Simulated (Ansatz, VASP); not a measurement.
# One calculation of KMgF3, two programs

```
K Mg F
1.0
     3.90835    0.00000    0.00000
     0.00000    3.90835    0.00000
     0.00000    0.00000    3.90835
K Mg F
1 1 3
Cartesian
  1.9542 1.9542 1.9542
  0.0000 0.0000 0.0000
  1.9542 0.0000 0.0000
  0.0000 1.9542 0.0000
  0.0000 0.0000 1.9542
```

Alike in both runs: functional LDA; k mesh 6 × 6 × 6; occupations gaussian, width 0.02 eV; no spin polarisation.

Ansatz relaxed the structure, and its values are those at the end. VASP's run is a single point on that final structure, the one shown.

|  | VASP | Ansatz |
| --- | --- | --- |
| version | VASP 6.6.1 | Ansatz 0.2.0 |
| potentials or method | VASP PAW LDA potentials, release 64 (K_sv, Mg, F), cutoff 520 eV | scalar-relativistic, plane waves, PAW |
| valence electrons in the cell | 32 | 40 |

Ansatz gave:

```
gap on the k mesh at the Fermi level (eV) : 7.44
least direct gap on the mesh (eV)         : 7.77
pressure (GPa)                            : 0.0
```

Problem. Estimate VASP's values.

Solution. gap on the k mesh at the Fermi level (eV): 7.42; least direct gap on the mesh (eV): 7.74; pressure (GPa): -0.8.

LDA's correlation is that of Perdew and Zunger in VASP and of Perdew and Wang (1992) in Ansatz. VASP's potentials hold 32 valence electrons a cell and Ansatz's 40, so a difference there can come from the potentials and not from the codes.
